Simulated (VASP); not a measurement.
# LiF (P4mm) in VASP: single point with PBE

Aim: the single point of LiF with PBE.

Everything below comes from runs of VASP 6.6.1. Logs are shortened: lines on timing, memory, paths and dates and some standing lists are left out, and cuts for length are marked.

## Step 1: The cell of the first run

Symmetry: P4mm, No. 99, tetragonal system. The conventional cell has a = 2.560 Å, b = 2.560 Å, c = 2.560 Å, α = 90.00°, β = 90.00°, γ = 90.00°. Li (site symmetry 4mm) has 8 F at 2.09 to 2.35 Å and 6 Li at 2.56 Å within 2.8 Å. F (site symmetry 4mm) has 8 Li at 2.09 to 2.35 Å and 6 F at 2.56 Å within 2.8 Å.

## Step 2: Single point, PBE (one atom moved)

Input file INCAR:

```
SYSTEM = LiF
  ALGO = Normal
  EDIFF = 1E-7
  ENCUT = 520
  GGA = PE
  ISIF = 2
  ISMEAR = 0
  LASPH = .TRUE.
  LCHARG = .TRUE.
  LELF = .TRUE.
  LREAL = .FALSE.
  LVHAR = .TRUE.
  LWAVE = .FALSE.
  NBANDS = 12
  NELM = 60
  PREC = Accurate
  SIGMA = 0.02
```

Input file KPOINTS:

```
k-points
0
G
  10 10 10
  0 0 0
```

Input file POSCAR:

```
LiF
1.0
    2.5595330000      0.0000000000      0.0000000000
    0.0000000000      2.5595330000      0.0000000000
    0.0000000000      0.0000000000      2.5595330000
Li F
1 1
Direct
    0.0000000000      0.0000000000      0.0879066611
    0.5000000000      0.5000000000      0.5000000000
```

Potentials or basis: VASP PAW PBE potentials, release 64 (Li_sv, F).

Command:

```bash
> cat potpaw_PBE.64/Li_sv/POTCAR potpaw_PBE.64/F/POTCAR > POTCAR
> mpirun -np 1 vasp_std > vasp.out
```

OUTCAR:

```text
SYSTEM = LiF
   EDIFF = 1E-7
   ENCUT = 520
   GGA = PE
   ISIF = 2
   ISMEAR = 0
   LASPH = .TRUE.
   LREAL = .FALSE.
   NELM = 60
   PREC = Accurate

 ion  position               nearest neighbor table
   1  0.000  0.000  0.088-   2 2.09   2 2.09   2 2.09   2 2.09
   2  0.500  0.500  0.500-   1 2.09   1 2.09   1 2.09   1 2.09

  LATTYP: Found a simple cubic cell.
 ALAT       =     2.5595330000

  Lattice vectors:

 A1 = (   2.5595330000,   0.0000000000,   0.0000000000)
 A2 = (   0.0000000000,   2.5595330000,   0.0000000000)
 A3 = (   0.0000000000,   0.0000000000,   2.5595330000)

Analysis of symmetry for initial positions (statically):
=====================================================================
 Subroutine PRICEL returns:
 Original cell was already a primitive cell.

 Routine SETGRP: Setting up the symmetry group for a
 simple cubic supercell.

 Subroutine GETGRP returns: Found  8 space group operations
 (whereof  8 operations were pure point group operations)
 out of a pool of 48 trial point group operations.

The static configuration has the point symmetry C_4v.

Analysis of symmetry for dynamics (positions and initial velocities):
=====================================================================
 Subroutine PRICEL returns:
 Original cell was already a primitive cell.

 Routine SETGRP: Setting up the symmetry group for a
 simple cubic supercell.

 Subroutine GETGRP returns: Found  8 space group operations
 (whereof  8 operations were pure point group operations)
 out of a pool of 48 trial point group operations.

The dynamic configuration has the point symmetry C_4v.

 Subroutine INISYM returns: Found  8 space group operations
 (whereof  8 operations are pure point group operations),
 and found     1 'primitive' translations

----------------------------------------------------------------------------------------

                                     Primitive cell

  volume of cell :      16.7680

  direct lattice vectors                    reciprocal lattice vectors
     2.559533000  0.000000000  0.000000000     0.390696272  0.000000000  0.000000000
     0.000000000  2.559533000  0.000000000     0.000000000  0.390696272  0.000000000
     0.000000000  0.000000000  2.559533000     0.000000000  0.000000000  0.390696272

  length of vectors
     2.559533000  2.559533000  2.559533000     0.390696272  0.390696272  0.390696272

  position of ions in fractional coordinates (direct lattice)
     0.000000000  0.000000000  0.087906661
     0.500000000  0.500000000  0.500000000

  ion indices of the primitive-cell ions
   primitive index   ion index
                 1           1
[... 80 lines left out ...]
   ISYM   =      2    0-nonsym 1-usesym 2-fastsym
   POTIM  = 0.5000    time-step for ionic-motion
   TEBEG  =    0.0;   TEEND  =   0.0 temperature during run
   PSTRESS=    0.0 pullay stress
   NELECT =      10.0000    total number of electrons
   NUPDOWN=      -1.0000    fix difference up-down
   EMIN   =  10.00;   EMAX   =-10.00  energy-range for DOS
   EFERMI =   0.00;   METHOD = LEGACY
   ISMEAR =     0;   SIGMA  =   0.02  broadening in eV -4-tet -1-fermi 0-gaus
   EFERMI_NEDOS =   21; number of points for ismear=-14 and -15
   IALGO  =     38    algorithm
   IMIX   =      4    mixing-type and parameters
     AMIX     =   0.40;   BMIX     =  1.00
     AMIX_MAG =   1.60;   BMIX_MAG =  1.00
  volume/ion in A,a.u.               =       8.38        56.58
  Fermi-wavevector in a.u.,A,eV,Ry     =   1.377994  2.604032 25.835673  1.898868
  Thomas-Fermi vector in A             =   2.503097
   LORBIT       =      0    0 simple, 1 ext, 2 COOP (PROOUT), +10 PAW based schemes
   GGA     = PE    functional components
   LHFCALC =     F    Hartree Fock is set to
   AEXX    =    0.0000 exact exchange contribution
   IVDW    =     0    specifies the selected vdW correction
   LEPSILON=     F    determine dielectric tensor
   LRPA    =     F    only Hartree local field effects (RPA)
 non-spin polarized calculation
 Gauss-broadening in eV      SIGMA  =   0.02
  energy-cutoff  :      520.00
  volume of cell :       16.77
 maximum number of plane-waves:       468
 NGX is ok and might be reduce to    20
   NGX =  9   NGY =  9   NGZ =  9

 number of electron      10.0000016 magnetization

 Free energy of the ion-electron system (eV)
  ---------------------------------------------------
  ext. energy  EPLUGINS =         0.00000000
  ---------------------------------------------------
  free energy    TOTEN  =        -9.05703250 eV

  energy without entropy =       -9.05703250  energy(sigma->0) =       -9.05703250

 E-fermi :   0.1715     XC(G=0):  -9.9101

 val. band max:        0.0596251245   @ k =   0.5000   0.5000   0.0000
 cond. band min:       7.5226305654   @ k =   0.0000   0.0000   0.0000
 fundamental gap:      7.4630054409
 Fermi energy:         0.1714851237

 k-point     1 :       0.0000    0.0000    0.0000
  band No.  band energies     occupation
      1     -42.7254      2.00000
      2     -20.7481      2.00000
      3      -0.6544      2.00000
      4      -0.6544      2.00000
      5      -0.5756      2.00000
      6       7.5226      0.00000
      7      18.2485      0.00000
      8      18.8972      0.00000
      9      21.0781      0.00000
     10      21.0781      0.00000
     11      22.2788      0.00000
     12      38.1740      0.00000
[... 331 lines left out ...]
 k-point    24 :       0.0000    0.5000    0.1000
  band No.  band energies     occupation
      1     -42.6738      2.00000
      2     -20.2554      2.00000
      3      -3.5709      2.00000
      4      -0.5633      2.00000
      5      -0.2301      2.00000
      6       9.7116      0.00000
      7      13.6786      0.00000
      8      19.6226      0.00000
      9      20.5331      0.00000
     10      23.9450      0.00000
     11      26.8896      0.00000
     12      31.7881      0.00000

 [... further k-points ...]
[... 5 lines left out ...]
  --------------------------------------------------------------------------------------
  -------------------------------------------------------------------------------------
  Total        0.0229818      0.0229818      0.1781081      0.0000000      0.0000000      0.0000000
  in kB        2.1959033      2.1959033     17.0181391      0.0000000      0.0000000      0.0000000
  external PRESSURE =       7.1366485 kB  Pullay stress =       0.0000000 kB

 VOLUME and BASIS-vectors are now :
 -----------------------------------------------------------------------------
  energy-cutoff  :      520.00
  volume of cell :       16.77
      direct lattice vectors                 reciprocal lattice vectors
     2.559533000  0.000000000  0.000000000     0.390696272  0.000000000  0.000000000
     0.000000000  2.559533000  0.000000000     0.000000000  0.390696272  0.000000000
     0.000000000  0.000000000  2.559533000     0.000000000  0.000000000  0.390696272

 POSITION                                       TOTAL-FORCE (eV/Angst)
 -----------------------------------------------------------------------------------
      0.00000      0.00000      0.22500         0.000000      0.000000      0.065397
      1.27977      1.27977      1.27977        -0.000000     -0.000000     -0.065397
 -----------------------------------------------------------------------------------
    total drift:                                0.000000      0.000000      0.000232

  FREE ENERGIE OF THE ION-ELECTRON SYSTEM (eV)
  ---------------------------------------------------
  free  energy   TOTEN  =        -9.0570325006 eV

  energy  without entropy=       -9.0570325006  energy(sigma->0) =       -9.05703250
```

stdout:

```text
POSCAR found type information on POSCAR LiF
 POSCAR found :  2 types and       2 ions
 scaLAPACK will be used
 LDA part: xc-table for (Slater+PW92), standard interpolation
 POSCAR, INCAR and KPOINTS ok, starting setup
 FFT: planning ... GRIDC
 FFT: planning ... GRID_SOFT
 FFT: planning ... GRID
 WAVECAR not read
 entering main loop
```

Run time: 15 s. Hardware: 1 thread of Intel Xeon Platinum 8259CL at 2.50GHz (Skylake/Cascade Lake), shared host; peak memory 0.13 GiB.

Results:

```
Free energy            : -9.0570 eV
Largest force          : 0.065 eV/Å
Band gap on the k mesh : 7.46 eV, indirect (least direct gap 8.10 eV)
```

Forces in eV/Å, atoms in the order of the input:
```
Li   0.000  0.000  0.065
F    0.000  0.000 -0.065
```

Caveat: the cell differs from its parent crystal (one atom moved); the cutoff is under 1.25 times the usual one of these potentials, so pressure, stress and relaxed cells hold a basis-set (Pulay) error. A k mesh can miss the band edges.
